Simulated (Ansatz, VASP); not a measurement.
**One calculation of NaI, two programs**

File INCAR:

```
SYSTEM = NaI
ALGO     = Normal         ! electronic algorithm
EDIFF    = 1E-8           ! SCF threshold, eV
ENCUT    = 520            ! plane-wave cutoff, eV
GGA      = CA             ! functional
ISIF     = 2              ! what is computed and relaxed
ISMEAR   = -1             ! smearing method
LASPH    = .TRUE.         ! aspherical terms in the spheres
LCHARG   = .FALSE.        ! write CHGCAR
LEFG     = .TRUE.       
LREAL    = .FALSE.        ! projectors in reciprocal space
LWAVE    = .FALSE.        ! write WAVECAR
NBANDS   = 14             ! bands
NELM     = 60             ! most SCF steps
PREC     = Accurate       ! precision mode
SIGMA    = 0.02           ! smearing width, eV
```

KPOINTS

```
k-points
0
G
  8 8 8
  0 0 0
```

Contents of POSCAR:

```
NaI
1.0
    0.0000000000      3.2687640000      3.2364000000
    3.2687640000      0.0000000000      3.2364000000
    3.2687640000      3.2687640000      0.0000000000
Na I
1 1
Direct
    0.0000000000      0.0000000000      0.0000000000
    0.5000000000      0.5000000000      0.5000000000
```

Input for Ansatz:

```yaml
crystal:
  lattice:
    - [0.0, 3.268764, 3.2364]
    - [3.268764, 0.0, 3.2364]
    - [3.268764, 3.268764, 0.0]
  atoms:
    - { symbol: Na, position: [0.0, 0.0, 0.0] }
    - { symbol: I, position: [0.5, 0.5, 0.5] }
kpoints:
  mp_grid: { grid: [8, 8, 8] }
scf:
  occupations: { method: fermi_dirac, width: 0.02 }
hamiltonian:
  xc: lda
  pseudopotentials: { kind: all_electron, datasets: crystal }
output:
  forces: true
  stress: true
  eigenvalues: true
  efg: { contact_densities: true }
```

Change from the starting cell: equal xx and yy strain of +1 %, crystal datasets.

Alike in both runs: task electric field gradients; functional LDA; k mesh 8 × 8 × 8; occupations fermi-dirac, width 0.02 eV; no spin polarisation.

|  | VASP | Ansatz |
| --- | --- | --- |
| version | VASP 6.6.1 | Ansatz 0.2.0 |
| potentials or method | VASP PAW LDA potentials, release 64 (Na_pv, I), cutoff 520 eV | all-electron PAW with datasets made for the crystal, scalar-relativistic |

VASP gave:

```
gap on the k mesh at the Fermi level (eV)                     : 3.29
pressure (GPa)                                                : -1.9
traceless stress, the component that is largest in VASP (GPa) : 0.11
size of Vzz on the site where it differs most (V/Å²)          : 1.3
```

Which values does Ansatz return?

gap on the k mesh at the Fermi level (eV): 3.28; pressure (GPa): -1.9; traceless stress, the component that is largest in VASP (GPa): 0.11; size of Vzz on the site where it differs most (V/Å²): 1.5.

LDA's correlation is that of Perdew and Zunger in VASP and of Perdew and Wang (1992) in Ansatz. Ansatz ran all-electron here, and VASP with PAW potentials.

Neither program's run includes spin-orbit coupling.
